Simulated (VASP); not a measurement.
Set up this calculation in VASP 6.6.1, as the native input.

```yaml
Task: single point
Functional: PBE
Dispersion: D3(BJ)
Potentials_or_basis: VASP PAW PBE potentials, release 64 (C, F, H)
Cutoff: 520 eV
k_mesh: 2 × 2 × 1
Occupations: gaussian, width 0.05 eV
Spin: no spin polarisation
Dipole_correction: no
Further_INCAR_settings: LREAL = Auto; ALGO = Normal; EDIFF = 1e-07; NBANDS = 91
```

The structure of HC32F lies in POSCAR:

```
HC32F
1.0
    9.8640000000      0.0000000000      0.0000000000
   -4.9320000000      8.5424750000      0.0000000000
    0.0000000000      0.0000000000     12.0000000000
C F H
32 1 1
Direct
   -0.0010488121     -0.0008595869      0.0805438333
    0.1655764410      0.0822595325      0.0805847500
   -0.0010659267      0.2492456811      0.0804710000
    0.1655731674      0.3327621093      0.0804578333
   -0.0009295027      0.4992677181      0.0805259167
    0.1657206660      0.5826392234      0.0804839167
   -0.0009293287      0.7492451544      0.0805825000
    0.1657199179      0.8325272243      0.0805600833
    0.2490849149     -0.0008579481      0.0805480000
    0.4157633261      0.0825787608      0.0805076667
    0.2490754060      0.2492534072      0.0807380000
    0.4160844832      0.3327630458      0.0804624167
    0.2490960338      0.4994067878      0.0804160000
    0.4157659541      0.5826365310      0.0804095833
    0.2490771108      0.7492610748      0.0805255000
    0.4157351598      0.8325905548      0.0805486667
    0.4990862618     -0.0007477926      0.0805595000
    0.6657485881      0.0826024074      0.0805486667
    0.4992057183      0.2492472029      0.0804778333
    0.6658136151      0.3326164841      0.0804932500
    0.4992059942      0.4994055002      0.0804186667
    0.6658147142      0.5826387552      0.0804860000
    0.4990894253      0.7492844872      0.0805225000
    0.6657498441      0.8325903207      0.0805477500
    0.7490600162     -0.0007483780      0.0805567500
    0.9157098681      0.0825782926      0.0805018333
    0.7490770104      0.2492584409      0.0805023333
    0.9156980632      0.3326175377      0.0804894167
    0.7490924338      0.4992667816      0.0805283333
    0.9157434196      0.5825914621      0.0805743333
    0.7490782103      0.7492608407      0.0805250000
    0.9157014272      0.8325251171      0.0805584167
    0.2552149912      0.2627300636      0.3408183333
    0.2533170581      0.2587298178      0.2625243333
```

The input as run:

INCAR

```
PREC = Accurate ; ENCUT = 520
EDIFF = 1E-7 ; ISMEAR = 0
SIGMA = 0.05 ; LREAL = Auto
LASPH = True ; NELM = 100
ALGO = Normal ; ISIF = 2
LWAVE = False ; LCHARG = True
GGA = PE ; IVDW = 12
LELF = True ; LVHAR = True
NBANDS = 91
```

KPOINTS

```
Automatic mesh
0
Gamma
  2 2 1
```

Potentials or basis: VASP PAW PBE potentials, release 64 (C, F, H).

Command:

```bash
$ cat potpaw_PBE.64/C/POTCAR potpaw_PBE.64/F/POTCAR potpaw_PBE.64/H/POTCAR > POTCAR
$ mpirun -np 1 vasp_std > vasp.out
```

It gave:

```json
{"Largest force": "0.283 eV/Å", "Band gap on the k mesh": "1.94 eV", "Dispersion energy per atom": "-0.087 eV"}
```

It took 15 min on 1 thread of Intel(R) Xeon(R) 6975P-C (Granite Rapids), with other jobs on the host, peak memory 1.2 GiB.
